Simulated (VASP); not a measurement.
# HfSiO4 (I4_1/amd) in VASP: single point with PBE

Aim: the single point of HfSiO4 with PBE.

Program: VASP 6.6.1. These are calculated values, not measurements. Logs are shortened: lines on timing, memory, paths and dates and some standing lists are left out, and cuts for length are marked.

### Step 1. The cell of the first run

Symmetry: I4_1/amd, No. 141, tetragonal system. The conventional cell has a = 6.645 Å, b = 6.645 Å, c = 6.015 Å, α = 90.00°, β = 90.00°, γ = 90.00°. Hf (site symmetry -4m2) has 8 O at 2.14 to 2.28 Å within 2.8 Å. Si (site symmetry -4m2) has 4 O at 1.64 Å within 2.2 Å. O (site symmetry m) has 1 Si at 1.64 Å and 2 Hf at 2.14 to 2.28 Å within 2.3 Å.

### Step 2. Single point, PBE

INCAR

```
SYSTEM = HfSiO4
ALGO = Normal
EDIFF = 1E-7
ENCUT = 520
GGA = PE
ISIF = 2
ISMEAR = 0
LASPH = .True.
LCHARG = .False.
LREAL = .False.
LWAVE = .False.
NBANDS = 50
NELM = 80
PREC = Accurate
SIGMA = 0.02
```

KPOINTS

```
k-points
0
Gamma
  6 6 6
  0 0 0
```

POSCAR

```
HfSiO4
1.0
   -3.3224525179      3.3224525179      3.0074740519
    3.3224525179     -3.3224525179      3.0074740519
    3.3224525179      3.3224525179     -3.0074740519
Hf Si O
2 2 8
Direct
    0.0000000000      0.0000000000      0.0000000000
    0.7500000000      0.2500000000      0.5000000000
    0.2500000000      0.7500000000      0.5000000000
    0.5000000000      0.5000000000      0.0000000000
    0.1347298441      0.3189389216      0.8157909225
    0.0689389216      0.7531479991      0.6842090775
    0.0689389216      0.3847298441      0.3157909225
    0.5031479991      0.3189389216      0.1842090775
    0.6810610784      0.4968520009      0.8157909225
    0.6152701559      0.9310610784      0.6842090775
    0.2468520009      0.9310610784      0.3157909225
    0.6810610784      0.8652701559      0.1842090775
```

Potentials or basis: VASP PAW PBE potentials, release 64 (Hf_pv, Si, O).

The run is started by

```sh
$ cat potpaw_PBE.64/Hf_pv/POTCAR potpaw_PBE.64/Si/POTCAR potpaw_PBE.64/O/POTCAR > POTCAR
$ mpirun -np 1 vasp_std > vasp.out
```

OUTCAR:

```text
SYSTEM = HfSiO4
   EDIFF = 1E-7
   ENCUT = 520
   GGA = PE
   ISIF = 2
   ISMEAR = 0
   LASPH = .True.
   LREAL = .False.
   NELM = 80
   PREC = Accurate

 ion  position               nearest neighbor table
   1  0.000  0.000  0.000-   7 2.14  10 2.14   6 2.14  11 2.14   5 2.28  12 2.28   8 2.28   9 2.28
                             4 3.01   4 3.01   2 3.65   2 3.65   2 3.65   2 3.65
   2  0.750  0.250  0.500-   5 2.14  12 2.14   9 2.14   8 2.14  10 2.28   7 2.28   6 2.28  11 2.28
                             3 3.01   3 3.01   1 3.65   1 3.65   1 3.65   1 3.65
   3  0.250  0.750  0.500-   6 1.64   7 1.64  10 1.64  11 1.64   2 3.01   2 3.01
   4  0.500  0.500  0.000-   5 1.64   8 1.64   9 1.64  12 1.64   1 3.01   1 3.01
   5  0.135  0.319  0.816-   4 1.64   2 2.14   1 2.28
   6  0.069  0.753  0.684-   3 1.64   1 2.14   2 2.28
   7  0.069  0.385  0.316-   3 1.64   1 2.14   2 2.28
   8  0.503  0.319  0.184-   4 1.64   2 2.14   1 2.28
   9  0.681  0.497  0.816-   4 1.64   2 2.14   1 2.28
  10  0.615  0.931  0.684-   3 1.64   1 2.14   2 2.28
  11  0.247  0.931  0.316-   3 1.64   1 2.14   2 2.28
  12  0.681  0.865  0.184-   4 1.64   2 2.14   1 2.28

  LATTYP: Found a body centered tetragonal cell.
 ALAT       =     6.6449050358
 C/A-ratio  =     0.9051970000

  Lattice vectors:

 A1 = (  -3.3224525179,   3.3224525179,   3.0074740519)
 A2 = (   3.3224525179,  -3.3224525179,   3.0074740519)
 A3 = (   3.3224525179,   3.3224525179,  -3.0074740519)

Analysis of symmetry for initial positions (statically):
=====================================================================
 Subroutine PRICEL returns:
 Original cell was already a primitive cell.

 Routine SETGRP: Setting up the symmetry group for a
 body centered tetragonal supercell.

 Subroutine GETGRP returns: Found 16 space group operations
 (whereof  8 operations were pure point group operations)
 out of a pool of 16 trial point group operations.

The static configuration has the point symmetry D_2d.
 The point group associated with its full space group is D_4h.

Analysis of symmetry for dynamics (positions and initial velocities):
=====================================================================
 Subroutine PRICEL returns:
 Original cell was already a primitive cell.

 Routine SETGRP: Setting up the symmetry group for a
 body centered tetragonal supercell.

 Subroutine GETGRP returns: Found 16 space group operations
 (whereof  8 operations were pure point group operations)
 out of a pool of 16 trial point group operations.

The dynamic configuration has the point symmetry D_2d.
 The point group associated with its full space group is D_4h.

 Subroutine INISYM returns: Found 16 space group operations
 (whereof  8 operations are pure point group operations),
 and found     1 'primitive' translations

----------------------------------------------------------------------------------------

                                     Primitive cell

  volume of cell :     132.7943

  direct lattice vectors                    reciprocal lattice vectors
    -3.322452518  3.322452518  3.007474052     0.000000000  0.150491240  0.166252473
     3.322452518 -3.322452518  3.007474052     0.150491240  0.000000000  0.166252473
     3.322452518  3.322452518 -3.007474052     0.150491240  0.150491240  0.000000000

  length of vectors
     5.578734771  5.578734771  5.578734771     0.224248742  0.224248742  0.212826753

  position of ions in fractional coordinates (direct lattice)
     0.000000000  0.000000000  0.000000000
     0.750000000  0.250000000  0.500000000
     0.250000000  0.750000000  0.500000000
     0.500000000  0.500000000  0.000000000
     0.134729844  0.318938922  0.815790922
     0.068938922  0.753147999  0.684209078
     0.068938922  0.384729844  0.315790922
     0.503147999  0.318938922  0.184209078
     0.681061078  0.496852001  0.815790922
     0.615270156  0.931061078  0.684209078
     0.246852001  0.931061078  0.315790922
     0.681061078  0.865270156  0.184209078

  ion indices of the primitive-cell ions
   primitive index   ion index
                 1           1
                 2           2
                 3           3
                 4           4
                 5           5
                 6           6
                 7           7
                 8           8
                 9           9
                10          10
                11          11
                12          12

----------------------------------------------------------------------------------------

 KPOINTS: k-points

Automatic generation of k-mesh.
 Grid dimensions read from file:
 generate k-points for:    6    6    6

 Generating k-lattice:

  Cartesian coordinates                     Fractional coordinates (reciprocal lattice)
     0.000000000  0.025081873  0.027708746     0.166666667 -0.000000000  0.000000000
     0.025081873  0.000000000  0.027708746    -0.000000000  0.166666667  0.000000000
     0.025081873  0.025081873  0.000000000     0.000000000  0.000000000  0.166666667

  Length of vectors
     0.037374790  0.037374790  0.035471125

  Shift w.r.t. Gamma in fractional coordinates (k-lattice)
     0.000000000  0.000000000  0.000000000

 Subroutine IBZKPT returns following result:
 ===========================================

 Found     30 irreducible k-points:

 Following reciprocal coordinates:
            Coordinates               Weight
  0.000000  0.000000  0.000000      1.000000
  0.166667  0.000000  0.000000      8.000000
  0.333333  0.000000  0.000000      8.000000
  0.500000  0.000000  0.000000      4.000000
  0.166667  0.166667  0.000000      8.000000
  0.333333  0.166667  0.000000     16.000000
[... 16 lines left out ...]
 -0.333333 -0.333333  0.166667      8.000000
 -0.166667 -0.333333  0.166667      8.000000
 [... further k-points ...]
   k-points           NKPTS =     30   k-points in BZ     NKDIM =     30   number of bands    NBANDS=     50
   number of dos      NEDOS =    301   number of ions     NIONS =     12
   total plane-waves  NPLWV =  74088
   dimension x,y,z NGX =    42 NGY =   42 NGZ =   42
   dimension x,y,z NGXF=    84 NGYF=   84 NGZF=   84
   ions per type =               2   2   8
   NGX,Y,Z   is equivalent  to a cutoff of  12.52, 12.52, 12.52 a.u.
   NGXF,Y,Z  is equivalent  to a cutoff of  25.03, 25.03, 25.03 a.u.
 SYSTEM =  HfSiO4
   PREC   = accura    normal or accurate (medium, high low for compatibility)
   ISTART =      0    job   : 0-new  1-cont  2-samecut
   ICHARG =      2    charge: 1-file 2-atom 10-const
   ISPIN  =      1    spin polarized calculation?
   LNONCOLLINEAR =      F non collinear calculations
   LSORBIT =      F    spin-orbit coupling
   LASPH  =      T    aspherical Exc in radial PAW
   ENCUT  =  520.0 eV  38.22 Ry    6.18 a.u.  10.37 10.37 10.37*2*pi/ulx,y,z
   NELM   =     80;   NELMIN=  2; NELMDL= -5     # of ELM steps
   EDIFF  = 0.1E-06   stopping-criterion for ELM
   LREAL  =      F    real-space projection
   EDIFFG = 0.1E-05   stopping-criterion for IOM
   NSW    =      0    number of steps for IOM
   IBRION =     -1    ionic relax: 0-MD 1-quasi-New 2-CG
   NFREE  =      0    steps in history (QN), initial steepest desc. (CG)
   ISIF   =      2    stress and relaxation
   ISYM   =      2    0-nonsym 1-usesym 2-fastsym
   POTIM  = 0.5000    time-step for ionic-motion
   TEBEG  =    0.0;   TEEND  =   0.0 temperature during run
   PSTRESS=    0.0 pullay stress
   NELECT =      76.0000    total number of electrons
   NUPDOWN=      -1.0000    fix difference up-down
   EMIN   =  10.00;   EMAX   =-10.00  energy-range for DOS
   EFERMI =   0.00;   METHOD = LEGACY
   ISMEAR =     0;   SIGMA  =   0.02  broadening in eV -4-tet -1-fermi 0-gaus
   EFERMI_NEDOS =   21; number of points for ismear=-14 and -15
   IALGO  =     38    algorithm
   IMIX   =      4    mixing-type and parameters
     AMIX     =   0.40;   BMIX     =  1.00
     AMIX_MAG =   1.60;   BMIX_MAG =  1.00
  volume/ion in A,a.u.               =      11.07        74.68
  Fermi-wavevector in a.u.,A,eV,Ry     =   1.359209  2.568532 25.136068  1.847449
  Thomas-Fermi vector in A             =   2.485976
   LORBIT       =      0    0 simple, 1 ext, 2 COOP (PROOUT), +10 PAW based schemes
   GGA     = PE    functional components
   LHFCALC =     F    Hartree Fock is set to
   AEXX    =    0.0000 exact exchange contribution
   IVDW    =     0    specifies the selected vdW correction
   LEPSILON=     F    determine dielectric tensor
   LRPA    =     F    only Hartree local field effects (RPA)
 non-spin polarized calculation
 Gauss-broadening in eV      SIGMA  =   0.02
  energy-cutoff  :      520.00
  volume of cell :      132.79
 maximum number of plane-waves:      3595
 NGX is ok and might be reduce to    42
   NGX = 21   NGY = 21   NGZ = 21

 number of electron      76.0000017 magnetization

 Free energy of the ion-electron system (eV)
  ---------------------------------------------------
  ext. energy  EPLUGINS =         0.00000000
  ---------------------------------------------------
  free energy    TOTEN  =      -108.65824675 eV

  energy without entropy =     -108.65824675  energy(sigma->0) =     -108.65824675

 E-fermi :   3.1507     XC(G=0): -10.9393

 val. band max:        3.0562742374   @ k =   0.0000   0.0000   0.0000
 cond. band min:       8.3267314051   @ k =   0.3333   0.3333   0.1667
 fundamental gap:      5.2704571677
 Fermi energy:         3.1506857317

 k-point     1 :       0.0000    0.0000    0.0000
  band No.  band energies     occupation
      1     -26.4093      2.00000
      2     -26.4093      2.00000
      3     -26.3490      2.00000
      4     -26.3400      2.00000
      5     -26.2544      2.00000
      6     -26.2544      2.00000
[... 42 lines left out ...]
     49      12.0412      0.00000
     50      12.6434      0.00000
[... 1217 lines left out ...]
     49      11.6122      0.00000
     50      12.5279      0.00000

 [... further k-points ...]

------------------------ aborting loop because EDIFF is reached ----------------------------------------

  FORCE on cell =-STRESS in cart. coord.  units (eV):
  Direction    XX          YY          ZZ          XY          YZ          ZX
  --------------------------------------------------------------------------------------
  -------------------------------------------------------------------------------------
  Total       -1.4042696     -1.4042696     -1.1643029      0.0000000      0.0000000      0.0000000
  in kB      -16.9426616    -16.9426616    -14.0474372      0.0000000      0.0000000      0.0000000
  external PRESSURE =     -15.9775868 kB  Pullay stress =       0.0000000 kB

 VOLUME and BASIS-vectors are now :
 -----------------------------------------------------------------------------
  energy-cutoff  :      520.00
  volume of cell :      132.79
      direct lattice vectors                 reciprocal lattice vectors
    -3.322452518  3.322452518  3.007474052     0.000000000  0.150491240  0.166252473
     3.322452518 -3.322452518  3.007474052     0.150491240  0.000000000  0.166252473
     3.322452518  3.322452518 -3.007474052     0.150491240  0.150491240  0.000000000

 POSITION                                       TOTAL-FORCE (eV/Angst)
 -----------------------------------------------------------------------------------
      0.00000      0.00000      0.00000        -0.000000      0.000000      0.000000
      0.00000      3.32245      1.50374        -0.000000      0.000000     -0.000000
      3.32245      0.00000      1.50374        -0.000000      0.000000      0.000000
      0.00000      0.00000      3.00747        -0.000000      0.000000      0.000000
      3.32245      2.09840     -1.08907        -0.000000     -0.125705     -0.132698
      4.54650      0.00000      0.41466         0.125705      0.000000     -0.132698
      2.09840      0.00000      0.41466        -0.125705      0.000000     -0.132698
     -0.00000      1.22405      1.91840        -0.000000      0.125705     -0.132698
      2.09840      3.32245      1.08907        -0.125705      0.000000      0.132698
      3.32245      1.22405      2.59281        -0.000000      0.125705      0.132698
      3.32245     -1.22405      2.59281        -0.000000     -0.125705      0.132698
      1.22405     -0.00000      4.09655         0.125705      0.000000      0.132698
 -----------------------------------------------------------------------------------
    total drift:                               -0.000000     -0.000000      0.000000

  FREE ENERGIE OF THE ION-ELECTRON SYSTEM (eV)
  ---------------------------------------------------
  free  energy   TOTEN  =      -108.6582467513 eV

  energy  without entropy=     -108.6582467513  energy(sigma->0) =     -108.65824675
```

Wall time 13 min (1 thread of Intel Xeon 8259CL, shared host); peak memory 0.35 GiB.

What came out:

* Free energy: -108.6582 eV
* Pressure: -1.6 GPa
* Largest force: 0.183 eV/Å
* Band gap on the k mesh: 5.27 eV (least direct gap 5.60 eV)

Forces in eV/Å, atoms in the order of the input:
```
Hf   0.000  0.000  0.000
Hf   0.000  0.000  0.000
Si   0.000  0.000  0.000
Si   0.000  0.000  0.000
O    0.000 -0.126 -0.133
O    0.126  0.000 -0.133
O   -0.126  0.000 -0.133
O    0.000  0.126 -0.133
O   -0.126  0.000  0.133
O    0.000  0.126  0.133
O    0.000 -0.126  0.133
O    0.126  0.000  0.133
```

Stress tensor (GPa, compression positive):
```
-1.69  0.00  0.00
 0.00 -1.69  0.00
 0.00  0.00 -1.40
```

Caveat: spin-orbit coupling is left out, which moves the levels of the heavy elements. A k mesh can miss the band edges.
